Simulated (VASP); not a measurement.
# MgS (P6_3/mmc) in VASP: further runs, part 2 of 2

VASP 6.6.1.

## 4. Single point, PBE

INCAR reads:

```
SYSTEM = MgS
PREC = Accurate ; ENCUT = 520
EDIFF = 1E-6 ; ISMEAR = 0
SIGMA = 0.01 ; LREAL = .FALSE.
LASPH = .TRUE. ; NELM = 60
ALGO = Normal ; ISIF = 2
LWAVE = .FALSE. ; LCHARG = .FALSE.
GGA = PE ; NBANDS = 16
```

KPOINTS reads:

```
Automatic mesh
0
G
  6 6 4
  0 0 0
```

POSCAR reads:

```
MgS
1.0
    4.2955415880      0.0000000000      0.0000000000
   -2.1477707940      3.7200481382      0.0000000000
    0.0000000000      0.0000000000      5.2850910748
Mg S
2 2
Direct
    0.3333333333      0.6666666667      0.2500000000
    0.6666666667      0.3333333333      0.7500000000
    0.6666666667      0.3333333333      0.2500000000
    0.3333333333      0.6666666667      0.7500000000
```

Potentials or basis: VASP PAW PBE potentials, release 64 (Mg, S).

Command:

```bash
$ cat potpaw_PBE.64/Mg/POTCAR potpaw_PBE.64/S/POTCAR > POTCAR
$ mpirun -np 1 vasp_std > vasp.out
```

OUTCAR:

```text
SYSTEM = MgS
   PREC = Accurate
   ENCUT = 520
   EDIFF = 1E-6
   ISMEAR = 0
   LREAL = .FALSE.
   LASPH = .TRUE.
   NELM = 60
   ISIF = 2
   GGA = PE

 ion  position               nearest neighbor table
   1  0.333  0.667  0.250-   3 2.48   3 2.48   3 2.48   4 2.64   4 2.64   2 3.62   2 3.62   2 3.62
                             2 3.62   2 3.62   2 3.62
   2  0.667  0.333  0.750-   4 2.48   4 2.48   4 2.48   3 2.64   3 2.64   1 3.62   1 3.62   1 3.62
                             1 3.62   1 3.62   1 3.62
   3  0.667  0.333  0.250-   1 2.48   1 2.48   1 2.48   2 2.64   2 2.64
   4  0.333  0.667  0.750-   2 2.48   2 2.48   2 2.48   1 2.64   1 2.64

  LATTYP: Found a hexagonal cell.
 ALAT       =     4.2955415880
 C/A-ratio  =     1.2303666410

  Lattice vectors:

 A1 = (   4.2955415880,   0.0000000000,   0.0000000000)
 A2 = (  -2.1477707940,   3.7200481382,   0.0000000000)
 A3 = (   0.0000000000,   0.0000000000,   5.2850910748)

Analysis of symmetry for initial positions (statically):
=====================================================================
 Subroutine PRICEL returns:
 Original cell was already a primitive cell.

 Routine SETGRP: Setting up the symmetry group for a
 hexagonal supercell.

 Subroutine GETGRP returns: Found 24 space group operations
 (whereof 12 operations were pure point group operations)
 out of a pool of 24 trial point group operations.

The static configuration has the point symmetry D_3d.
 The point group associated with its full space group is D_6h.

Analysis of symmetry for dynamics (positions and initial velocities):
=====================================================================
 Subroutine PRICEL returns:
 Original cell was already a primitive cell.

 Routine SETGRP: Setting up the symmetry group for a
 hexagonal supercell.

 Subroutine GETGRP returns: Found 24 space group operations
 (whereof 12 operations were pure point group operations)
[... 123 lines left out ...]
     AMIX_MAG =   1.60;   BMIX_MAG =  1.00
  volume/ion in A,a.u.               =      21.11       142.48
  Fermi-wavevector in a.u.,A,eV,Ry     =   0.940247  1.776809 12.028420  0.884064
  Thomas-Fermi vector in A             =   2.067639
   LORBIT       =      0    0 simple, 1 ext, 2 COOP (PROOUT), +10 PAW based schemes
   GGA     = PE    functional components
   LHFCALC =     F    Hartree Fock is set to
   AEXX    =    0.0000 exact exchange contribution
   IVDW    =     0    specifies the selected vdW correction
   LEPSILON=     F    determine dielectric tensor
   LRPA    =     F    only Hartree local field effects (RPA)
 non-spin polarized calculation
 Gauss-broadening in eV      SIGMA  =   0.01
  energy-cutoff  :      520.00
  volume of cell :       84.45
 maximum number of plane-waves:      2304
 NGX is ok and might be reduce to    32
   NGX = 15   NGY = 15   NGZ = 19

 number of electron      16.0000001 magnetization

 Free energy of the ion-electron system (eV)
  ---------------------------------------------------
  ext. energy  EPLUGINS =         0.00000000
  ---------------------------------------------------
  free energy    TOTEN  =       -16.87580579 eV

  energy without entropy =      -16.87580579  energy(sigma->0) =      -16.87580579

 E-fermi :   2.4881     XC(G=0):  -8.6845

 val. band max:        2.3844994039   @ k =   0.0000   0.0000   0.0000
 cond. band min:       5.3799304440   @ k =   0.0000   0.0000   0.0000
 fundamental gap:      2.9954310401
 Fermi energy:         2.4881473802

 k-point     1 :       0.0000    0.0000    0.0000
  band No.  band energies     occupation
      1      -9.9500      2.00000
      2      -8.4811      2.00000
      3      -1.4600      2.00000
      4       0.3729      2.00000
      5       0.3729      2.00000
      6       1.5158      2.00000
[... 376 lines left out ...]
      3      -1.6819      2.00000
      4      -1.6819      2.00000
      5      -0.3038      2.00000
      6      -0.3038      2.00000
[... 8 lines left out ...]
     15      10.8446      0.00000
     16      10.8446      0.00000

------------------------ aborting loop because EDIFF is reached ----------------------------------------

  FORCE on cell =-STRESS in cart. coord.  units (eV):
  Direction    XX          YY          ZZ          XY          YZ          ZX
  --------------------------------------------------------------------------------------
  -------------------------------------------------------------------------------------
  Total        0.4766604      0.4766604      0.4717427      0.0000000      0.0000000      0.0000000
  in kB        9.0427542      9.0427542      8.9494586      0.0000000      0.0000000      0.0000000
  external PRESSURE =       9.0116556 kB  Pullay stress =       0.0000000 kB

 VOLUME and BASIS-vectors are now :
 -----------------------------------------------------------------------------
  energy-cutoff  :      520.00
  volume of cell :       84.45
      direct lattice vectors                 reciprocal lattice vectors
     4.295541588  0.000000000  0.000000000     0.232799515  0.134406863  0.000000000
    -2.147770794  3.720048138  0.000000000     0.000000000  0.268813726  0.000000000
     0.000000000  0.000000000  5.285091075     0.000000000  0.000000000  0.189211498

 POSITION                                       TOTAL-FORCE (eV/Angst)
 -----------------------------------------------------------------------------------
     -0.00000      2.48003      1.32127         0.000000     -0.000000      0.000000
      2.14777      1.24002      3.96382        -0.000000      0.000000      0.000000
      2.14777      1.24002      1.32127        -0.000000      0.000000      0.000000
     -0.00000      2.48003      3.96382        -0.000000      0.000000      0.000000
 -----------------------------------------------------------------------------------
    total drift:                                0.000000     -0.000000      0.000000

  FREE ENERGIE OF THE ION-ELECTRON SYSTEM (eV)
  ---------------------------------------------------
  free  energy   TOTEN  =       -16.8758057897 eV

  energy  without entropy=      -16.8758057897  energy(sigma->0) =      -16.87580579
```

It took 14 s on 1 thread of Intel Xeon Platinum 8488C (Sapphire Rapids), shared host; peak memory 0.19 GiB.

Results:

```
Free energy            : -16.8758 eV
Pressure               : 0.9 GPa
Band gap on the k mesh : 3.00 eV, direct
```

Levels at points of the mesh, in eV from the valence-band top:
| k point | band 4 | band 5 | band 6 | band 7 | band 8 | band 9 | band 10 | band 11 | band 12 | band 13 |
| --- | --- | --- | --- | --- | --- | --- | --- | --- | --- | --- |
| (0.00, 0.00, 0.00) | -2.01 | -2.01 | -0.87 | -0.87 | 0.00 | 3.00 | 3.01 | 6.03 | 6.03 | 7.81 |
| (0.50, 0.00, 0.00) | -2.71 | -2.65 | -2.54 | -1.60 | -0.80 | 3.36 | 5.29 | 6.12 | 6.48 | 7.49 |
| (0.00, 0.00, 0.50) | -2.38 | -1.47 | -1.47 | -1.47 | -1.47 | 4.63 | 4.63 | 5.98 | 5.98 | 5.98 |
| (0.50, 0.00, 0.50) | -4.18 | -1.88 | -1.88 | -0.84 | -0.84 | 4.50 | 4.50 | 6.45 | 6.45 | 8.79 |

A k mesh can miss the band edges. A hybrid or GW would open this gap; PBE tends to underestimate it.

## 5. Single point, r2SCAN

POSCAR is that of step 4.

INCAR.step1 reads:

```
PREC     = Accurate       # precision mode
ENCUT    = 520            # plane-wave cutoff, eV
ISMEAR   = 0              # smearing method
SIGMA    = 0.01           # smearing width, eV
LREAL    = False          # projectors in reciprocal space
LASPH    = True           # aspherical terms in the spheres
NELM     = 60             # most SCF steps
NBANDS   = 16             # bands
GGA      = PE             # functional
ALGO     = Normal         # electronic algorithm
EDIFF    = 1E-4           # SCF threshold, eV
LWAVE    = True           # write WAVECAR
LCHARG   = False          # write CHGCAR
```

INCAR.step2 reads:

```
PREC     = Accurate       # precision mode
ENCUT    = 520            # plane-wave cutoff, eV
EDIFF    = 1E-6           # SCF threshold, eV
ISMEAR   = 0              # smearing method
SIGMA    = 0.01           # smearing width, eV
LREAL    = False          # projectors in reciprocal space
LASPH    = True           # aspherical terms in the spheres
NELM     = 60             # most SCF steps
ALGO     = Normal         # electronic algorithm
ISIF     = 2              # what is computed and relaxed
LWAVE    = False          # write WAVECAR
LCHARG   = False          # write CHGCAR
METAGGA  = R2SCAN         # meta-GGA
LMIXTAU  = True         
NBANDS   = 16             # bands
ISTART   = 1
```

KPOINTS reads:

```
regular mesh
0
Gamma
  6 6 4
```

Command:

```bash
$ cat potpaw_PBE.64/Mg/POTCAR potpaw_PBE.64/S/POTCAR > POTCAR
$ cp INCAR.step1 INCAR
$ mpirun -np 1 vasp_std > vasp.out
$ cp INCAR.step2 INCAR
$ mpirun -np 1 vasp_std > vasp.out
```

Wall time 55 s (1 thread of Intel Xeon Platinum 8488C (Sapphire Rapids), shared host); peak memory 0.21 GiB.

The run converged. Its results:

```yaml
Free_energy: -30.8310 eV
Pressure: -0.3 GPa
Band_gap_on_the_k_mesh: 3.63 eV, direct
```

Stress tensor (GPa, compression positive):
```
-0.38  0.00  0.00
 0.00 -0.38  0.00
 0.00  0.00 -0.30
```

Levels at points of the mesh, in eV from the valence-band top:
| k point | band 6 | band 7 | band 8 | band 9 | band 10 | band 11 |
| --- | --- | --- | --- | --- | --- | --- |
| (0.00, 0.00, 0.00) | -0.91 | -0.91 | 0.00 | 3.63 | 3.64 | 6.58 |
| (0.50, 0.00, 0.00) | -2.54 | -1.63 | -0.83 | 3.85 | 5.98 | 6.58 |
| (0.00, 0.00, 0.50) | -1.53 | -1.53 | -1.53 | 5.19 | 5.19 | 6.51 |
| (0.50, 0.00, 0.50) | -1.94 | -0.86 | -0.86 | 4.99 | 4.99 | 7.08 |

Caveat: the PAW data sets were made with another functional, which shifts forces and pressure a little. r2SCAN opens gaps a little over a GGA but as a rule still falls short of measured ones.

## 6. Single point, LDA

INCAR reads:

```
SYSTEM = MgS
ALGO     = Normal         ! electronic algorithm
EDIFF    = 1E-6           ! SCF threshold, eV
ENCUT    = 600            ! plane-wave cutoff, eV
GGA_COMPAT= .FALSE.      
ISIF     = 2              ! what is computed and relaxed
ISMEAR   = 0              ! smearing method
LASPH    = .TRUE.         ! aspherical terms in the spheres
LCHARG   = .TRUE.         ! write CHGCAR
LELF     = .TRUE.         ! ELF
LREAL    = .FALSE.        ! projectors in reciprocal space
LVHAR    = .TRUE.       
LWAVE    = .FALSE.        ! write WAVECAR
NBANDS   = 16             ! bands
NELM     = 120            ! most SCF steps
PREC     = Accurate       ! precision mode
SIGMA    = 0.01           ! smearing width, eV
```

KPOINTS reads:

```
k-points
0
G
  6 6 4
  0 0 0
```

POSCAR is that of step 5.

Potentials or basis: VASP PAW LDA potentials, release 64 (Mg, S).

Command:

```bash
$ cat potpaw_LDA.64/Mg/POTCAR potpaw_LDA.64/S/POTCAR > POTCAR
$ mpirun -np 1 vasp_std > vasp.out
```

Wall time 46 s (1 thread of Intel Xeon 8259CL, shared host); peak memory 0.2 GiB.

Results (log left out):

```
Free energy            : -18.7925 eV
Pressure               : -2.7 GPa
Band gap on the k mesh : 2.73 eV, direct
```

Stress tensor (GPa, compression positive):
```
-2.60  0.00  0.00
 0.00 -2.60  0.00
 0.00  0.00 -2.82
```

Levels at points of the mesh, in eV from the valence-band top:
| k point | band 5 | band 6 | band 7 | band 8 | band 9 | band 10 | band 11 | band 12 |
| --- | --- | --- | --- | --- | --- | --- | --- | --- |
| (0.00, 0.00, 0.00) | -2.02 | -0.87 | -0.87 | 0.00 | 2.73 | 2.78 | 5.83 | 5.83 |
| (0.50, 0.00, 0.00) | -2.68 | -2.59 | -1.63 | -0.80 | 3.13 | 5.09 | 5.93 | 6.36 |
| (0.00, 0.00, 0.50) | -1.48 | -1.48 | -1.48 | -1.48 | 4.40 | 4.40 | 5.80 | 5.80 |
| (0.50, 0.00, 0.50) | -1.91 | -1.91 | -0.86 | -0.86 | 4.28 | 4.28 | 6.27 | 6.27 |

A k mesh can miss the band edges.

## 7. Summary

```tsv
level	potentials or basis	k mesh	cutoff (eV)	gap on the mesh (eV)	pressure (GPa)
PBEsol	VASP PAW PBE potentials, release 64 (Mg, S)	6 × 6 × 2	520	2.84	-0.6
PBE	VASP PAW PBE potentials, release 64 (Mg, S)	6 × 6 × 4	520	3.00	0.9
r2SCAN	VASP PAW PBE potentials, release 64 (Mg, S)	6 × 6 × 4	520	3.63	-0.3
LDA	VASP PAW LDA potentials, release 64 (Mg, S)	6 × 6 × 4	600	2.73	-2.7
```

Alike in all rows: task single point; no spin polarisation; cell as given; smearing gaussian 0.01 eV.

Caveats: some runs use coarse meshes; the PAW data sets were made with another functional, which shifts forces and pressure a little (some runs).

Total energies depend on the potentials used, so only differences within one code and one set of settings carry meaning.
